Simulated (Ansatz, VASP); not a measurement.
Cd2HgTe3: VASP beside Ansatz

File INCAR:

```
SYSTEM = Cd2HgTe3
PREC     = Accurate       ! precision mode
ENCUT    = 600            ! plane-wave cutoff, eV
EDIFF    = 1E-6           ! SCF threshold, eV
ISMEAR   = 0              ! smearing method
SIGMA    = 0.1            ! smearing width, eV
LREAL    = .False.        ! projectors in reciprocal space
LASPH    = .True.         ! aspherical terms in the spheres
NELM     = 100            ! most SCF steps
ALGO     = Normal         ! electronic algorithm
ISIF     = 3              ! what is computed and relaxed
LWAVE    = .False.        ! write WAVECAR
LCHARG   = .False.        ! write CHGCAR
GGA      = PE             ! functional
IBRION   = 2              ! ionic algorithm
NSW      = 90             ! ionic steps
EDIFFG   = -0.04          ! ionic threshold
```

File KPOINTS:

```
regular mesh
0
Gamma
  6 6 2
  0 0 0
```

POSCAR

```
Cd2HgTe3
1.0
    4.3839746200      0.0000000000      0.0000000000
   -2.1919873100      3.7966333900      0.0000000000
    0.0000000000      0.0000000000     10.7385008600
Cd Hg Te
2 1 3
Direct
    0.3333333300      0.6666666700      0.6666666700
    0.6666666700      0.3333333300      0.3333333300
    0.0000000000      0.0000000000      0.0000000000
    0.3333333300      0.6666666700      0.9166666700
    0.6666666700      0.3333333300      0.5833333300
    0.0000000000      0.0000000000      0.2500000000
```

Input for Ansatz:

```yaml
crystal:
  lattice:
    - [4.38397462, 0.0, 0.0]
    - [-2.19198731, 3.79663339, 0.0]
    - [0.0, 0.0, 10.73850086]
  atoms:
    - { symbol: Cd, position: [0.33333333, 0.66666667, 0.66666667] }
    - { symbol: Cd, position: [0.66666667, 0.33333333, 0.33333333] }
    - { symbol: Hg, position: [0.0, 0.0, 0.0] }
    - { symbol: Te, position: [0.33333333, 0.66666667, 0.91666667] }
    - { symbol: Te, position: [0.66666667, 0.33333333, 0.58333333] }
    - { symbol: Te, position: [0.0, 0.0, 0.25] }
basis:
  ecutwfc: 420
kpoints:
  mp_grid: { grid: [6, 6, 2] }
hamiltonian:
  xc: pbe
scf:
  occupations: { method: gaussian, width: 0.1 }
  lower_state_search: "off"
output:
  forces: true
  stress: true
  eigenvalues: true
relax:
  adjacent_minimum: "off"
  f_tol: 0.04
  max_steps: 70
  cell: { stress_tol: 0.4 }
```

Alike in both runs: task relaxation of cell and atoms; functional PBE; k mesh 6 × 6 × 2; occupations gaussian, width 0.1 eV; no spin polarisation.

```csv
,VASP,Ansatz
version,VASP 6.6.1,Ansatz 0.2.0
potentials or method,"VASP PAW PBE potentials, release 64 (Cd, Hg, Te), cutoff 600 eV","scalar-relativistic, plane waves, PAW"
valence electrons in the cell,54,108
```

|  | VASP | Ansatz | Ansatz less VASP |
| --- | --- | --- | --- |
| gap on the k mesh at the Fermi level, each at its own relaxed structure (eV) | none | none | - |
| relaxed volume (Å³/atom) | 36.44 | 36.38 | -0.057 |
| relaxed length of the cell vector where the two differ most in proportion (Å) | 11.480 | 11.463 | -0.0173 |

A gap of «none» marks a metal or a gap that the smearing closes. VASP's potentials hold 54 valence electrons a cell and Ansatz's 108, so a difference there can come from the potentials and not from the codes.

Spin-orbit coupling is off throughout. Noted on VASP's run: the volume moved by over 15 % at a fixed basis, so the end points are rough.
